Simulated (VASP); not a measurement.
# SiC (P6_3mc) in VASP: further runs, part 2 of 3

VASP 6.6.1. The steps go on from the part before.

**4. Single point, PBEsol**

This run uses another cell than the first one, of 10.34 Å³/atom.

Contents of INCAR:

```
SYSTEM = SiC
PREC = Accurate ; ENCUT = 520
EDIFF = 1E-6 ; ISMEAR = -1
SIGMA = 0.05 ; LREAL = .FALSE.
LASPH = .TRUE. ; NELM = 80
ALGO = Normal ; ISIF = 2
LWAVE = .FALSE. ; LCHARG = .TRUE.
GGA = PS ; LELF = .TRUE.
LVHAR = .TRUE. ; NBANDS = 16
```

Contents of KPOINTS:

```
regular mesh
0
G
  10 10 5
  0 0 0
```

Contents of POSCAR:

```
SiC
1.0
    3.0755580411      0.0000000000      0.0000000000
   -1.5377790206      2.6635113944      0.0000000000
    0.0000000000      0.0000000000      5.0473861303
Si C
2 2
Direct
    0.6666666667      0.3333333333      0.5045940001
    0.3333333333      0.6666666667      0.0045940001
    0.6666666667      0.3333333333      0.8804059999
    0.3333333333      0.6666666667      0.3804059999
```

Potentials or basis: VASP PAW PBE potentials, release 64 (Si, C).

On the command line:

```sh
cat potpaw_PBE.64/Si/POTCAR potpaw_PBE.64/C/POTCAR > POTCAR
mpirun -np 1 vasp_std > vasp.out
```

OUTCAR:

```text
SYSTEM = SiC
   PREC = Accurate
   ENCUT = 520
   EDIFF = 1E-6
   ISMEAR = -1
   LREAL = .FALSE.
   LASPH = .TRUE.
   NELM = 80
   ISIF = 2
   GGA = PS

 ion  position               nearest neighbor table
   1  0.667  0.333  0.505-   4 1.88   4 1.88   4 1.88   3 1.90   2 3.09   2 3.09   2 3.09   2 3.09
                             2 3.09   2 3.09
   2  0.333  0.667  0.005-   3 1.88   3 1.88   3 1.88   4 1.90   1 3.09   1 3.09   1 3.09   1 3.09
                             1 3.09   1 3.09
   3  0.667  0.333  0.880-   2 1.88   2 1.88   2 1.88   1 1.90
   4  0.333  0.667  0.380-   1 1.88   1 1.88   1 1.88   2 1.90
[... 660 lines left out ...]
  --------------------------------------------------------------------------------------
  -------------------------------------------------------------------------------------
  Total        0.1113317      0.1113317      0.1038722     -0.0000000      0.0000000      0.0000000
  in kB        4.3140413      4.3140413      4.0249892     -0.0000000      0.0000000      0.0000000
  external PRESSURE =       4.2176906 kB  Pullay stress =       0.0000000 kB

 VOLUME and BASIS-vectors are now :
 -----------------------------------------------------------------------------
  energy-cutoff  :      520.00
  volume of cell :       41.35
      direct lattice vectors                 reciprocal lattice vectors
     3.075558041  0.000000000  0.000000000     0.325144246  0.187722118  0.000000000
    -1.537779021  2.663511394  0.000000000     0.000000000  0.375444236  0.000000000
     0.000000000  0.000000000  5.047386130     0.000000000  0.000000000  0.198122350

 POSITION                                       TOTAL-FORCE (eV/Angst)
 -----------------------------------------------------------------------------------
      1.53778      0.88784      2.54688         0.000000      0.000000      0.001048
     -0.00000      1.77567      0.02319        -0.000000     -0.000000      0.001048
      1.53778      0.88784      4.44375        -0.000000      0.000000     -0.001048
     -0.00000      1.77567      1.92006        -0.000000     -0.000000     -0.001048
 -----------------------------------------------------------------------------------
    total drift:                               -0.000000     -0.000000     -0.000140

  FREE ENERGIE OF THE ION-ELECTRON SYSTEM (eV)
  ---------------------------------------------------
  free  energy   TOTEN  =       -31.8219367872 eV

  energy  without entropy=      -31.8219367871  energy(sigma->0) =      -31.82193679
```

OSZICAR:

```text
N       E                     dE             d eps       ncg     rms          rms(c)
DAV:   1     0.234802768197E+02    0.23480E+02   -0.71683E+03  1344   0.900E+02
DAV:   2    -0.328862582428E+02   -0.56367E+02   -0.50841E+02  1936   0.156E+02
DAV:   3    -0.354159389661E+02   -0.25297E+01   -0.25155E+01  1792   0.301E+01
DAV:   4    -0.354343742183E+02   -0.18435E-01   -0.18432E-01  1624   0.316E+00
DAV:   5    -0.354345495033E+02   -0.17528E-03   -0.17528E-03  1768   0.292E-01    0.124E+01
DAV:   6    -0.319571458190E+02    0.34774E+01   -0.59716E+00  1704   0.150E+01    0.569E+00
DAV:   7    -0.318540439940E+02    0.10310E+00   -0.10418E+00  1912   0.595E+00    0.241E+00
DAV:   8    -0.318252826002E+02    0.28761E-01   -0.53546E-02  1520   0.141E+00    0.589E-01
DAV:   9    -0.318217849988E+02    0.34976E-02   -0.68079E-03  1720   0.556E-01    0.112E-01
DAV:  10    -0.318219308956E+02   -0.14590E-03   -0.68842E-04  1680   0.155E-01    0.527E-02
DAV:  11    -0.318219365789E+02   -0.56833E-05   -0.37958E-05  1704   0.448E-02    0.112E-02
DAV:  12    -0.318219367872E+02   -0.20821E-06   -0.36116E-06  1584   0.120E-02
   1 F= -.31821937E+02 E0= -.31821937E+02  d E =-.463126E-10
```

stdout:

```text
POSCAR found type information on POSCAR SiC
 POSCAR found :  2 types and       4 ions
 scaLAPACK will be used
 -----------------------------------------------------------------------------
|                                                                             |
|                                                                             |
|     You enforced a specific xc type in the INCAR file but a different       |
|     I HOPE YOU KNOW WHAT YOU ARE DOING!                                     |
|                                                                             |
 -----------------------------------------------------------------------------

 LDA part: xc-table for (Slater+PW92), standard interpolation
 POSCAR, INCAR and KPOINTS ok, starting setup
 FFT: planning ... GRIDC
 FFT: planning ... GRID_SOFT
 FFT: planning ... GRID
 WAVECAR not read
 entering main loop
```

It took 11 s on 1 thread of AMD EPYC 9R45 (Zen 5), shared host; peak memory 0.13 GiB.

Results:

* Free energy: -31.8219 eV
* Pressure: 0.4 GPa
* Band gap on the k mesh: 2.27 eV (least direct gap 3.85 eV)

Caveat: the PAW data sets were made with another functional, which shifts forces and pressure a little. A k mesh can miss the band edges.

**5. Relaxation of cell and atoms, PBEsol**

This run uses another cell than the first one, of 10.34 Å³/atom.

Contents of INCAR:

```
SYSTEM = SiC
PREC = Accurate
ENCUT = 600
EDIFF = 1E-6
ISMEAR = -1
SIGMA = 0.05
LREAL = .False.
LASPH = .True.
NELM = 80
ALGO = Normal
ISIF = 3
LWAVE = .False.
LCHARG = .False.
GGA = PS
IBRION = 2
NSW = 80
EDIFFG = -0.005
```

Contents of KPOINTS:

```
Automatic mesh
0
Gamma
  10 10 5
  0 0 0
```

Contents of POSCAR:

```
SiC
1.0
    3.0760000000      0.0000000000      0.0000000000
   -1.5380000000      2.6638941420      0.0000000000
    0.0000000000      0.0000000000      5.0480000000
Si C
2 2
Direct
    0.6666666667      0.3333333333      0.5000000000
    0.3333333333      0.6666666667      0.0000000000
    0.6666666667      0.3333333333      0.8850000000
    0.3333333333      0.6666666667      0.3850000000
```

Potentials or basis: VASP PAW PBE potentials, release 64 (Si, C).

On the command line:

```sh
cat potpaw_PBE.64/Si/POTCAR potpaw_PBE.64/C/POTCAR > POTCAR
mpirun -np 1 vasp_std > vasp.out
```

OUTCAR:

```text
SYSTEM = SiC
   PREC = Accurate
   ENCUT = 600
   EDIFF = 1E-6
   ISMEAR = -1
   LREAL = .False.
   LASPH = .True.
   NELM = 80
   ISIF = 3
   GGA = PS
   IBRION = 2
   NSW = 80
   EDIFFG = -0.005

 ion  position               nearest neighbor table
   1  0.667  0.333  0.500-   4 1.87   4 1.87   4 1.87   3 1.94   2 3.09   2 3.09   2 3.09   2 3.09
                             2 3.09   2 3.09
   2  0.333  0.667  0.000-   3 1.87   3 1.87   3 1.87   4 1.94   1 3.09   1 3.09   1 3.09   1 3.09
                             1 3.09   1 3.09
   3  0.667  0.333  0.885-   2 1.87   2 1.87   2 1.87   1 1.94
   4  0.333  0.667  0.385-   1 1.87   1 1.87   1 1.87   2 1.94

  LATTYP: Found a hexagonal cell.
 ALAT       =     3.0760000000
 C/A-ratio  =     1.6410923277

  Lattice vectors:

 A1 = (   3.0760000000,   0.0000000000,   0.0000000000)
 A2 = (  -1.5380000000,   2.6638941420,   0.0000000000)
 A3 = (   0.0000000000,   0.0000000000,   5.0480000000)

Analysis of symmetry for initial positions (statically):
=====================================================================
 Subroutine PRICEL returns:
 Original cell was already a primitive cell.

 Routine SETGRP: Setting up the symmetry group for a
 hexagonal supercell.

 Subroutine GETGRP returns: Found 12 space group operations
 (whereof  6 operations were pure point group operations)
 out of a pool of 24 trial point group operations.

The static configuration has the point symmetry C_3v.
 The point group associated with its full space group is C_6v.

Analysis of symmetry for dynamics (positions and initial velocities):
=====================================================================
 Subroutine PRICEL returns:
 Original cell was already a primitive cell.

 Routine SETGRP: Setting up the symmetry group for a
 hexagonal supercell.

 Subroutine GETGRP returns: Found 12 space group operations
 (whereof  6 operations were pure point group operations)
 out of a pool of 24 trial point group operations.

The dynamic configuration has the point symmetry C_3v.
 The point group associated with its full space group is C_6v.

 Subroutine INISYM returns: Found 12 space group operations
 (whereof  6 operations are pure point group operations),
 and found     1 'primitive' translations

----------------------------------------------------------------------------------------

                                     Primitive cell

  volume of cell :      41.3640

  direct lattice vectors                    reciprocal lattice vectors
     3.076000000  0.000000000  0.000000000     0.325097529  0.187695146  0.000000000
    -1.538000000  2.663894142  0.000000000     0.000000000  0.375390292  0.000000000
     0.000000000  0.000000000  5.048000000     0.000000000  0.000000000  0.198098257

  length of vectors
     3.076000000  3.076000000  5.048000000     0.375390292  0.375390292  0.198098257

  position of ions in fractional coordinates (direct lattice)
     0.666666667  0.333333333  0.500000000
     0.333333333  0.666666667  0.000000000
     0.666666667  0.333333333  0.885000000
     0.333333333  0.666666667  0.385000000

  ion indices of the primitive-cell ions
[... 67 lines left out ...]
 SYSTEM =  SiC
   PREC   = accura    normal or accurate (medium, high low for compatibility)
   ISTART =      0    job   : 0-new  1-cont  2-samecut
   ICHARG =      2    charge: 1-file 2-atom 10-const
   ISPIN  =      1    spin polarized calculation?
   LNONCOLLINEAR =      F non collinear calculations
   LSORBIT =      F    spin-orbit coupling
   LASPH  =      T    aspherical Exc in radial PAW
   ENCUT  =  600.0 eV  44.10 Ry    6.64 a.u.   6.14  6.14 10.08*2*pi/ulx,y,z
   NELM   =     80;   NELMIN=  2; NELMDL= -5     # of ELM steps
   EDIFF  = 0.1E-05   stopping-criterion for ELM
   LREAL  =      F    real-space projection
   EDIFFG = -.5E-02   stopping-criterion for IOM
   NSW    =     80    number of steps for IOM
   IBRION =      2    ionic relax: 0-MD 1-quasi-New 2-CG
   NFREE  =      1    steps in history (QN), initial steepest desc. (CG)
   ISIF   =      3    stress and relaxation
   ISYM   =      2    0-nonsym 1-usesym 2-fastsym
   POTIM  = 0.5000    time-step for ionic-motion
   TEBEG  =    0.0;   TEEND  =   0.0 temperature during run
   PSTRESS=    0.0 pullay stress
   NELECT =      16.0000    total number of electrons
   NUPDOWN=      -1.0000    fix difference up-down
   EMIN   =  10.00;   EMAX   =-10.00  energy-range for DOS
   EFERMI =   0.00;   METHOD = LEGACY
   ISMEAR =    -1;   SIGMA  =   0.05  broadening in eV -4-tet -1-fermi 0-gaus
   EFERMI_NEDOS =   21; number of points for ismear=-14 and -15
   IALGO  =     38    algorithm
   IMIX   =      4    mixing-type and parameters
     AMIX     =   0.40;   BMIX     =  1.00
     AMIX_MAG =   1.60;   BMIX_MAG =  1.00
  volume/ion in A,a.u.               =      10.34        69.78
  Fermi-wavevector in a.u.,A,eV,Ry     =   1.192817  2.254098 19.358549  1.422813
  Thomas-Fermi vector in A             =   2.328847
   LORBIT       =      0    0 simple, 1 ext, 2 COOP (PROOUT), +10 PAW based schemes
   GGA     = PS    functional components
   LHFCALC =     F    Hartree Fock is set to
   AEXX    =    0.0000 exact exchange contribution
   IVDW    =     0    specifies the selected vdW correction
   LEPSILON=     F    determine dielectric tensor
   LRPA    =     F    only Hartree local field effects (RPA)
 conjugate gradient relaxation of ions
 non-spin polarized calculation
  energy-cutoff  :      600.00
  volume of cell :       41.36
 maximum number of plane-waves:      1398
 NGX is ok and might be reduce to    28
   NGX = 13   NGY = 13   NGZ = 21

--------------------------------------- Ionic step        1  -------------------------------------------

 number of electron      16.0000001 magnetization

 Free energy of the ion-electron system (eV)
  ---------------------------------------------------
  ext. energy  EPLUGINS =         0.00000000
  ---------------------------------------------------
  free energy    TOTEN  =       -31.78814853 eV

  energy without entropy =      -31.78814853  energy(sigma->0) =      -31.78814853

------------------------ aborting loop because EDIFF is reached ----------------------------------------

  FORCE on cell =-STRESS in cart. coord.  units (eV):
  Direction    XX          YY          ZZ          XY          YZ          ZX
  --------------------------------------------------------------------------------------
  -------------------------------------------------------------------------------------
  Total        0.5510756      0.5510756     -0.7266171      0.0000000      0.0000000      0.0000000
  in kB       21.3451450     21.3451450    -28.1445011      0.0000000      0.0000000      0.0000000
  external PRESSURE =       4.8485963 kB  Pullay stress =       0.0000000 kB
[... 215 lines left out ...]
--------------------------------------- Ionic step        7  -------------------------------------------

 number of electron      16.0000000 magnetization

 Free energy of the ion-electron system (eV)
  ---------------------------------------------------
  ext. energy  EPLUGINS =         0.00000000
  ---------------------------------------------------
  free energy    TOTEN  =       -31.82428631 eV

  energy without entropy =      -31.82428631  energy(sigma->0) =      -31.82428631

 E-fermi :   9.1382     XC(G=0): -11.4952

 val. band max:        8.1976184008   @ k =   0.0000   0.0000   0.0000
 cond. band min:      10.4718047178   @ k =   0.3000   0.3000   0.0000
 fundamental gap:      2.2741863171
 Fermi energy:         9.1381835496

 k-point     1 :       0.0000    0.0000    0.0000
  band No.  band energies     occupation
      1      -7.3847      2.00000
      2      -3.7841      2.00000
      3      -0.5597      2.00000
      4       6.8759      2.00000
      5       6.8759      2.00000
      6       8.0848      2.00000
      7       8.1976      2.00000
      8       8.1976      2.00000
      9      12.9304      0.00000
     10      14.3392      0.00000
     11      14.7868      0.00000
     12      14.7868      0.00000
[... 331 lines left out ...]
 k-point    24 :       0.4000    0.1000    0.2000
  band No.  band energies     occupation
      1      -4.0115      2.00000
      2      -2.4746      2.00000
      3       0.0566      2.00000
      4       1.5695      2.00000
      5       3.4738      2.00000
      6       4.4200      2.00000
      7       5.6891      2.00000
      8       6.1727      2.00000
      9      11.7486      0.00000
     10      12.1308      0.00000
     11      15.0713      0.00000
     12      15.4532      0.00000

 [... further k-points ...]

------------------------ aborting loop because EDIFF is reached ----------------------------------------

  FORCE on cell =-STRESS in cart. coord.  units (eV):
  Direction    XX          YY          ZZ          XY          YZ          ZX
  --------------------------------------------------------------------------------------
  -------------------------------------------------------------------------------------
  Total        0.0013342      0.0013342     -0.0034717      0.0000000      0.0000000      0.0000000
  in kB        0.0516328      0.0516328     -0.1343471      0.0000000      0.0000000      0.0000000
  external PRESSURE =      -0.0103605 kB  Pullay stress =       0.0000000 kB
[... 19 lines left out ...]
  FREE ENERGIE OF THE ION-ELECTRON SYSTEM (eV)
  ---------------------------------------------------
  free  energy   TOTEN  =       -31.8242863108 eV

  energy  without entropy=      -31.8242863107  energy(sigma->0) =      -31.82428631

 reached required accuracy - stopping structural energy minimisation
```

Run time: 43 s. Hardware: 1 thread of AMD EPYC 9R45 (Zen 5), shared host; peak memory 0.15 GiB.

What came out:

* Free energy: -31.8243 eV
* Relaxed volume: 10.35 Å³/atom
* Relaxed cell: a = 3.077 Å, b = 3.077 Å, c = 5.050 Å, α = 90.00°, β = 90.00°, γ = 120.00°
* Space group after relaxing (to 0.1 Å): P6_3mc (No. 186)
* Energy gained by relaxing: 9.0 meV/atom
* Ionic steps: 7
* Pressure after relaxing: 0.0 GPa
* Band gap on the k mesh: 2.27 eV (least direct gap 3.85 eV)

The path:
```tsv
step	energy change (eV)	largest force (eV/Å)	pressure (GPa)	volume (Å³)
1	0.0000	0.7510	0.48	41.36
2	-0.0027	0.6811	-0.53	41.55
3	-0.0330	0.0717	-0.34	41.46
4	-0.0360	0.0152	0.28	41.35
5	-0.0361	0.0041	0.19	41.37
6	-0.0361	0.0050	-0.15	41.43
7	-0.0361	0.0011	0.00	41.40
```

Final structure:
```
Si C
1.0
     3.07694    0.00000    0.00000
    -1.53847    2.66471    0.00000
     0.00000    0.00000    5.04952
Si C
2 2
Direct
  0.66667 0.33333 0.50459
  0.33333 0.66667 0.00459
  0.66667 0.33333 0.88041
  0.33333 0.66667 0.38041
```

Levels at points of the mesh, in eV from the valence-band top:
| k point | band 5 | band 6 | band 7 | band 8 | band 9 | band 10 | band 11 | band 12 |
| --- | --- | --- | --- | --- | --- | --- | --- | --- |
| (0.00, 0.00, 0.00) | -1.32 | -0.11 | 0.00 | 0.00 | 4.73 | 6.14 | 6.59 | 6.59 |
| (0.50, 0.00, 0.00) | -5.47 | -3.34 | -3.34 | -1.20 | 2.65 | 4.12 | 6.79 | 7.04 |

Caveat: the PAW data sets were made with another functional, which shifts forces and pressure a little.

[end of part 2 of 3]
